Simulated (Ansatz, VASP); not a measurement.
Hf in VASP and in Ansatz

```
Hf
1.0
     0.00000    2.30880    2.30880
     2.30880    0.00000    2.30880
     2.30880    2.30880    0.00000
Hf
1
Cartesian
  0.0000 0.0000 0.0000
```

Change from the starting cell: strain +0.040 along x and y, +0.040 along z, atoms carried along.

Alike in both runs: task single point; functional PBEsol; k mesh 18 × 18 × 18; occupations gaussian, width 0.15 eV; no spin polarisation.

|  | VASP | Ansatz |
| --- | --- | --- |
| version | VASP 6.6.1 | Ansatz 0.2.0 |
| potentials or method | VASP PAW PBE potentials, release 64 (Hf_pv), cutoff 520 eV | scalar-relativistic, plane waves, PAW |
| valence electrons in the cell | 10 | 26 |

VASP gave:

- gap on the k mesh at the Fermi level (eV): none
- pressure (GPa): -11.8

Question: Estimate Ansatz's values.

Answer: gap on the k mesh at the Fermi level (eV): none; pressure (GPa): -11.4.

VASP's potentials were made for PBE, not for PBEsol. A gap of «none» marks a metal or a gap that the smearing closes. VASP's potentials hold 10 valence electrons a cell and Ansatz's 26, so a difference there can come from the potentials and not from the codes.

Spin-orbit coupling is off throughout.
